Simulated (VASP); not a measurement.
# BAs (rocksalt type) (Fm-3m) in VASP: a series of runs, part 2 of 3

VASP 6.6.1. The steps go on from the part before.

### Step 3. Electric field gradients, PBE (volume scaled by 1.02)

Input file INCAR:

```
SYSTEM = BAs
PREC = Accurate
ENCUT = 520
EDIFF = 1E-8
ISMEAR = -1
SIGMA = 0.05
LREAL = .FALSE.
LASPH = .TRUE.
NELM = 100
ALGO = Normal
ISIF = 2
LWAVE = .FALSE.
LCHARG = .FALSE.
GGA = PE
LEFG = .TRUE.
NBANDS = 11
```

Input file KPOINTS:

```
Automatic mesh
0
G
  14 14 14
  0 0 0
```

Input file POSCAR:

```
BAs
1.0
    0.0000000000      2.3221249178      2.3221249178
    2.3221249178      0.0000000000      2.3221249178
    2.3221249178      2.3221249178      0.0000000000
B As
1 1
Direct
    0.0000000000      0.0000000000      0.0000000000
    0.5000000000      0.5000000000      0.5000000000
```

Potentials or basis: VASP PAW PBE potentials, release 64 (B, As).

Run with:

```sh
> cat potpaw_PBE.64/B/POTCAR potpaw_PBE.64/As/POTCAR > POTCAR
> mpirun -np 1 vasp_std > vasp.out
```

OUTCAR:

```text
SYSTEM = BAs
   PREC = Accurate
   ENCUT = 520
   EDIFF = 1E-8
   ISMEAR = -1
   LREAL = .FALSE.
   LASPH = .TRUE.
   NELM = 100
   ISIF = 2
   GGA = PE

 ion  position               nearest neighbor table
   1  0.000  0.000  0.000-   2 2.32   2 2.32   2 2.32   2 2.32   2 2.32   2 2.32
   2  0.500  0.500  0.500-   1 2.32   1 2.32   1 2.32   1 2.32   1 2.32   1 2.32

  LATTYP: Found a face centered cubic cell.
 ALAT       =     4.6442498356

  Lattice vectors:

 A1 = (   0.0000000000,   2.3221249178,   2.3221249178)
 A2 = (   2.3221249178,   0.0000000000,   2.3221249178)
 A3 = (   2.3221249178,   2.3221249178,   0.0000000000)

Analysis of symmetry for initial positions (statically):
=====================================================================
 Subroutine PRICEL returns:
 Original cell was already a primitive cell.

 Routine SETGRP: Setting up the symmetry group for a
 face centered cubic supercell.

 Subroutine GETGRP returns: Found 48 space group operations
[... 9 lines left out ...]

 Routine SETGRP: Setting up the symmetry group for a
 face centered cubic supercell.

 Subroutine GETGRP returns: Found 48 space group operations
[... 11 lines left out ...]
                                     Primitive cell

  volume of cell :      25.0430

  direct lattice vectors                    reciprocal lattice vectors
     0.000000000  2.322124918  2.322124918    -0.215320027  0.215320027  0.215320027
     2.322124918  0.000000000  2.322124918     0.215320027 -0.215320027  0.215320027
     2.322124918  2.322124918  0.000000000     0.215320027  0.215320027 -0.215320027

  length of vectors
     3.283980552  3.283980552  3.283980552     0.372945227  0.372945227  0.372945227

  position of ions in fractional coordinates (direct lattice)
     0.000000000  0.000000000  0.000000000
     0.500000000  0.500000000  0.500000000

  ion indices of the primitive-cell ions
   primitive index   ion index
                 1           1
                 2           2

----------------------------------------------------------------------------------------

 KPOINTS: Automatic mesh

Automatic generation of k-mesh.
 Grid dimensions read from file:
 generate k-points for:   14   14   14

 Generating k-lattice:

  Cartesian coordinates                     Fractional coordinates (reciprocal lattice)
    -0.015380002  0.015380002  0.015380002     0.071428571  0.000000000  0.000000000
     0.015380002 -0.015380002  0.015380002     0.000000000  0.071428571  0.000000000
     0.015380002  0.015380002 -0.015380002     0.000000000  0.000000000  0.071428571

  Length of vectors
     0.026638945  0.026638945  0.026638945

  Shift w.r.t. Gamma in fractional coordinates (k-lattice)
     0.000000000  0.000000000  0.000000000

 Subroutine IBZKPT returns following result:
 ===========================================

 Found    104 irreducible k-points:

 Following reciprocal coordinates:
            Coordinates               Weight
  0.000000  0.000000  0.000000      1.000000
[... 50 lines left out ...]
   POTIM  = 0.5000    time-step for ionic-motion
   TEBEG  =    0.0;   TEEND  =   0.0 temperature during run
   PSTRESS=    0.0 pullay stress
   NELECT =       8.0000    total number of electrons
   NUPDOWN=      -1.0000    fix difference up-down
   EMIN   =  10.00;   EMAX   =-10.00  energy-range for DOS
   EFERMI =   0.00;   METHOD = LEGACY
   ISMEAR =    -1;   SIGMA  =   0.05  broadening in eV -4-tet -1-fermi 0-gaus
   EFERMI_NEDOS =   21; number of points for ismear=-14 and -15
   IALGO  =     38    algorithm
   IMIX   =      4    mixing-type and parameters
     AMIX     =   0.40;   BMIX     =  1.00
     AMIX_MAG =   1.60;   BMIX_MAG =  1.00
  volume/ion in A,a.u.               =      12.52        84.50
  Fermi-wavevector in a.u.,A,eV,Ry     =   1.119118  2.114827 17.040281  1.252425
  Thomas-Fermi vector in A             =   2.255755
   LORBIT       =      0    0 simple, 1 ext, 2 COOP (PROOUT), +10 PAW based schemes
   GGA     = PE    functional components
[... 5 lines left out ...]
 non-spin polarized calculation
  energy-cutoff  :      520.00
  volume of cell :       25.04
 maximum number of plane-waves:       692
   NGX = 13   NGY = 13   NGZ = 13

 number of electron       8.0000000 magnetization

 Free energy of the ion-electron system (eV)
  ---------------------------------------------------
  ext. energy  EPLUGINS =         0.00000000
  ---------------------------------------------------
  free energy    TOTEN  =        -9.63084398 eV

  energy without entropy =       -9.62400501  energy(sigma->0) =       -9.62742450

 E-fermi :   7.0406     XC(G=0): -11.3356

 val. band max:        7.0405580076   @ k =   0.2143   0.0000   0.0000
 cond. band min:       7.1162661425   @ k =  -0.3571   0.1429   0.0000
 fundamental gap:      0.0757081350
 Fermi energy:         7.0406396858

 k-point     1 :       0.0000    0.0000    0.0000
  band No.  band energies     occupation
      1      -8.6620      2.00000
      2       7.0248      1.15735
      3       7.0248      1.15735
      4       7.0248      1.15735
      5      10.2191      0.00000
      6      14.5732      0.00000
      7      14.5732      0.00000
      8      14.5732      0.00000
      9      15.8921      0.00000
     10      15.8921      0.00000
     11      15.8921      0.00000
[... 309 lines left out ...]
 k-point    24 :       0.2857    0.1429    0.0000
  band No.  band energies     occupation
      1      -7.2735      2.00000
      2       2.5573      2.00000
      3       5.4849      2.00000
      4       6.6908      1.99817
      5       7.8712      0.00000
      6      13.4200      0.00000
      7      13.8346      0.00000
      8      14.0782      0.00000
      9      14.8938      0.00000
     10      19.9454      0.00000
     11      20.2886      0.00000

 [... further k-points ...]

------------------------ aborting loop because EDIFF is reached ----------------------------------------

  FORCE on cell =-STRESS in cart. coord.  units (eV):
  Direction    XX          YY          ZZ          XY          YZ          ZX
  --------------------------------------------------------------------------------------
  -------------------------------------------------------------------------------------
  Total       -0.3360534     -0.3360534     -0.3360534      0.0000000     -0.0000000     -0.0000000
  in kB      -21.4996885    -21.4996885    -21.4996885      0.0000000     -0.0000000     -0.0000000
  external PRESSURE =     -21.4996885 kB  Pullay stress =       0.0000000 kB

 VOLUME and BASIS-vectors are now :
 -----------------------------------------------------------------------------
  energy-cutoff  :      520.00
  volume of cell :       25.04
      direct lattice vectors                 reciprocal lattice vectors
     0.000000000  2.322124918  2.322124918    -0.215320027  0.215320027  0.215320027
     2.322124918  0.000000000  2.322124918     0.215320027 -0.215320027  0.215320027
     2.322124918  2.322124918  0.000000000     0.215320027  0.215320027 -0.215320027

 POSITION                                       TOTAL-FORCE (eV/Angst)
 -----------------------------------------------------------------------------------
      0.00000      0.00000      0.00000         0.000000      0.000000      0.000000
      2.32212      2.32212      2.32212         0.000000      0.000000      0.000000
 -----------------------------------------------------------------------------------
    total drift:                                0.000000     -0.000000     -0.000000

  FREE ENERGIE OF THE ION-ELECTRON SYSTEM (eV)
  ---------------------------------------------------
  free  energy   TOTEN  =        -9.6308439815 eV

  energy  without entropy=       -9.6240050119  energy(sigma->0) =       -9.62742450

 Electric field gradients (V/A^2)
---------------------------------------------------------------------
 ion       V_xx      V_yy      V_zz      V_xy      V_xz      V_yz
---------------------------------------------------------------------
   1      -0.000     0.000     0.000     0.000     0.000     0.000
   2      -0.000    -0.000    -0.000     0.000     0.000     0.000
---------------------------------------------------------------------

 Electric field gradients after diagonalization (V/A^2)
 (convention: |V_zz| > |V_xx| > |V_yy|)
----------------------------------------------------------------------
 ion       V_xx      V_yy      V_zz     asymmetry (V_yy - V_xx)/ V_zz
----------------------------------------------------------------------
   1      -0.000    -0.000     0.000       0.000
   2      -0.000    -0.000     0.000       0.000
----------------------------------------------------------------------

           NMR quadrupolar parameters

 Cq : quadrupolar parameter    Cq=e*Q*V_zz/h
 eta: asymmetry parameters     (V_yy - V_xx)/ V_zz
 Q  : nuclear electric quadrupole moment in mb (millibarn)
----------------------------------------------------------------------
 ion       Cq(MHz)       eta       Q (mb)
----------------------------------------------------------------------
   1       0.000       0.000       1.000
   2       0.000       0.000       1.000
----------------------------------------------------------------------
```

OSZICAR:

```text
N       E                     dE             d eps       ncg     rms          rms(c)
DAV:   1     0.111486980216E+02    0.11149E+02   -0.38122E+03  2296   0.647E+02
DAV:   2    -0.923728483419E+01   -0.20386E+02   -0.19746E+02  3047   0.101E+02
DAV:   3    -0.982603447005E+01   -0.58875E+00   -0.58179E+00  2850   0.153E+01
DAV:   4    -0.982739001784E+01   -0.13555E-02   -0.13553E-02  2522   0.797E-01
DAV:   5    -0.982739103351E+01   -0.10157E-05   -0.10156E-05  2669   0.247E-02    0.360E+00
DAV:   6    -0.963147835537E+01    0.19591E+00   -0.75564E-01  2363   0.313E+00    0.178E+00
DAV:   7    -0.962992233985E+01    0.15560E-02   -0.58952E-02  2678   0.128E+00    0.843E-01
DAV:   8    -0.963080753454E+01   -0.88519E-03   -0.25248E-03  2417   0.357E-01    0.486E-02
DAV:   9    -0.963083505296E+01   -0.27518E-04   -0.20250E-04  2605   0.670E-02    0.394E-02
DAV:  10    -0.963084459455E+01   -0.95416E-05   -0.21837E-05  2559   0.315E-02    0.463E-03
DAV:  11    -0.963084392692E+01    0.66763E-06   -0.47761E-06  2573   0.835E-03    0.778E-04
DAV:  12    -0.963084395076E+01   -0.23831E-07   -0.22915E-07  2578   0.301E-03    0.350E-04
DAV:  13    -0.963084396081E+01   -0.10052E-07   -0.59224E-09  1441   0.340E-04    0.193E-04
DAV:  14    -0.963084397964E+01   -0.18831E-07   -0.11577E-09  1279   0.172E-04    0.285E-05
DAV:  15    -0.963084398152E+01   -0.18854E-08   -0.66282E-11  1222   0.549E-05
   1 F= -.96308440E+01 E0= -.96274245E+01  d E =-.683897E-02
```

Wall time 20 s (1 thread of Intel Xeon Platinum 8259CL at 2.50GHz (Skylake/Cascade Lake), shared host); peak memory 0.16 GiB.

What came out:

```
Free energy            : -9.6308 eV
Pressure               : -2.1 GPa
Band gap on the k mesh : zero (band 4 reaches 8.62 eV, above the bottom of band 5 at 3.61 eV)
```

Levels at points of the mesh, in eV from the Fermi level:
```csv
k point,band 2,band 3,band 4,band 5,band 6,band 7
"(0.00, 0.00, 0.00)",-0.02,-0.02,-0.02,3.18,7.53,7.53
"(0.50, 0.00, 0.00)",-9.54,1.09,1.09,1.31,1.31,4.01
"(0.50, 0.50, 0.00)",-7.71,-3.64,-3.64,-3.44,3.77,10.36
```

Caveat: without QUAD_EFG the Cq values of the log hold for a quadrupole moment of 1 mb, not for the nuclei.

(Part 2 of 3 ends here.)
